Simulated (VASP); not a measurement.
The system is Ge.

```
CELL_PARAMETERS angstrom
-1.60842 1.60842 1.87318
1.60842 -1.60842 1.87318
1.60842 1.60842 -1.87318
ATOMIC_POSITIONS crystal
Ge 0.50000 0.50000 0.00000
```

```yaml
Program: VASP 6.6.1
Task: relaxation of cell and atoms
Functional: PBE
Potentials_or_basis: VASP PAW PBE potentials, release 64 (Ge_d)
Cutoff: 600 eV
k_mesh: 12 × 12 × 12
Occupations: fermi-dirac, width 0.05 eV
Spin: no spin polarisation
```

At the start: pressure 0.6 GPa; volume 19.38 Å³/atom.

Task: How do energy, volume and symmetry change on relaxing?

Result: Over 17 steps the energy falls by 2.3 meV/atom and the volume is 19.54 Å³/atom (+0.8 %); space group I4/mmm (No. 139, to 0.05 Å).

Step by step:
| step | energy change (eV) | largest force (eV/Å) | pressure (GPa) | volume (Å³) |
| --- | --- | --- | --- | --- |
| 1 | 0.0000 | 0.0000 | 0.58 | 19.38 |
| 2 | -0.0007 | 0.0000 | 0.07 | 19.58 |
| 3 | -0.0007 | 0.0000 | -0.16 | 19.62 |
| 4 | -0.0009 | 0.0000 | -0.13 | 19.62 |
| 5 | -0.0012 | 0.0000 | -0.03 | 19.59 |
| 6 | -0.0022 | 0.0000 | -0.02 | 19.54 |
| 7 | -0.0006 | 0.0000 | 0.32 | 19.41 |
| 8 | -0.0022 | 0.0000 | 0.12 | 19.50 |
| 9 | -0.0023 | 0.0000 | 0.29 | 19.52 |
| 10 | -0.0021 | 0.0000 | -0.76 | 19.63 |
| 11 | -0.0023 | 0.0000 | 0.26 | 19.56 |
| 12 | -0.0023 | 0.0000 | -0.03 | 19.57 |
| 13 | -0.0023 | 0.0000 | -0.07 | 19.56 |
| 14 | -0.0023 | 0.0000 | 0.12 | 19.56 |
| 15 | -0.0023 | 0.0000 | -0.07 | 19.56 |
| 16 | -0.0023 | 0.0000 | 0.16 | 19.54 |
| 17 | -0.0023 | 0.0000 | 0.04 | 19.54 |

Final structure:
```xyz
1
Lattice="-1.5845 1.5845 1.9458 1.5845 -1.5845 1.9458 1.5845 1.5845 -1.9458" Properties=species:S:1:pos:R:3 pbc="T T T"
Ge    0.0000    0.0000    1.9458
```
